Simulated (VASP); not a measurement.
AlAs, 2 atoms in the cell. Symmetry: F-43m, No. 216, cubic system. Conventional cell: a = 5.735 Å, b = 5.735 Å, c = 5.735 Å, α = 90.00°, β = 90.00°, γ = 90.00°. Within 3.3 Å of Al (site symmetry -43m) lie 4 As at 2.48 Å. As (site symmetry -43m) has 4 Al at 2.48 Å within 3.3 Å.  This cell differs from its parent crystal: volume scaled by 1.04.

```yaml
Program: VASP 6.6.1
Task: single point
Functional: PBEsol
Potentials_or_basis: VASP PAW PBE potentials, release 64 (Al, As)
Cutoff: 500 eV
k_mesh: 10 × 10 × 10
Occupations: fermi-dirac, width 0.05 eV
Spin: no spin polarisation
Dipole_correction: no
Further_INCAR_settings: ALGO = Normal; EDIFF = 1e-06; NBANDS = 11
```

Potentials or basis: VASP PAW PBE potentials, release 64 (Al, As).

Command:

```sh
$ cat potpaw_PBE.64/Al/POTCAR potpaw_PBE.64/As/POTCAR > POTCAR
$ mpirun -np 1 vasp_std > vasp.out
```

Hardware: 1 thread of Intel(R) Xeon(R) 6975P-C (Granite Rapids), on a shared host.

**Question.** Estimate the wall time of this run.

**Answer.** Wall time 9.8 s on 1 thread of Intel(R) Xeon(R) 6975P-C (Granite Rapids) (shared host), peak memory 0.17 GiB. Counts: scf iterations 12, k points 47.
